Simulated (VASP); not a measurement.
Set up this calculation in VASP 6.6.1, as the native input.

* Task: single point
* Functional: LDA
* Potentials or basis: VASP PAW LDA potentials, release 64 (Rb_sv, V_sv, F)
* Cutoff: 520 eV
* k mesh: 5 × 5 × 5
* Occupations: gaussian, width 0.05 eV
* Spin: collinear spin, ferromagnetic start
* Starting moments: [0.0, 2.51, 0.05, 0.02, 0.05] μB
* Hubbard terms: V d U = 4.0 eV
* Dipole correction: no
* Further INCAR settings: ALGO = Normal; EDIFF = 1e-06; NBANDS = 34

The structure of RbVF3 lies in POSCAR:

```
RbVF3
1.0
    4.1819996800      0.0000000000      0.0000000000
    0.0000000000      4.1819996800      0.0000000000
    0.0000000000      0.0000000000      4.1819996800
Rb V F
1 1 3
Direct
    0.0000000000      0.0000000000      0.0000000000
    0.5000000000      0.5000000000      0.5000000000
    0.5000000000      0.5000000000      0.0000000000
    0.0000000000      0.5000000000      0.5000000000
    0.5000000000      0.0000000000      0.5000000000
```

One way to write it, as run:

INCAR

```
ALGO = Normal ; EDIFF = 1E-6
ENCUT = 520 ; GGA = CA
ISIF = 2 ; ISMEAR = 0
ISPIN = 2 ; LASPH = True
LCHARG = False ; LDAU = True
LDAUJ = 0 0 0 ; LDAUL = -1 2 -1
LDAUPRINT = 1 ; LDAUTYPE = 2
LDAUU = 0 4 0 ; LMAXMIX = 4
LORBIT = 11 ; LREAL = False
LWAVE = False ; MAGMOM = 0 2.51 0.05 0.02 0.05
NBANDS = 34 ; NELM = 150
PREC = Accurate ; SIGMA = 0.05
```

KPOINTS

```
k-points
0
Gamma
  5 5 5
```

Potentials or basis: VASP PAW LDA potentials, release 64 (Rb_sv, V_sv, F).

Run with:

```bash
$ cat potpaw_LDA.64/Rb_sv/POTCAR potpaw_LDA.64/V_sv/POTCAR potpaw_LDA.64/F/POTCAR > POTCAR
$ mpirun -np 1 vasp_std > vasp.out
```

Results of the run:

```
Pressure                                              : -3.3 GPa
Band gap on the k mesh                                : 2.28 eV, indirect (least direct gap 3.38 eV)
Net moment                                            : 3.00 μB per cell
Site moments                                          : Rb +0.00; V +2.72; F +0.01 μB
Valence electrons inside the program's atomic spheres : Rb 7.30; V 11.35; F 6.08
```

Wall time 87 s on 1 thread of Oxide Virtual Turin-like Processor, with other jobs on the host, peak memory 0.17 GiB.
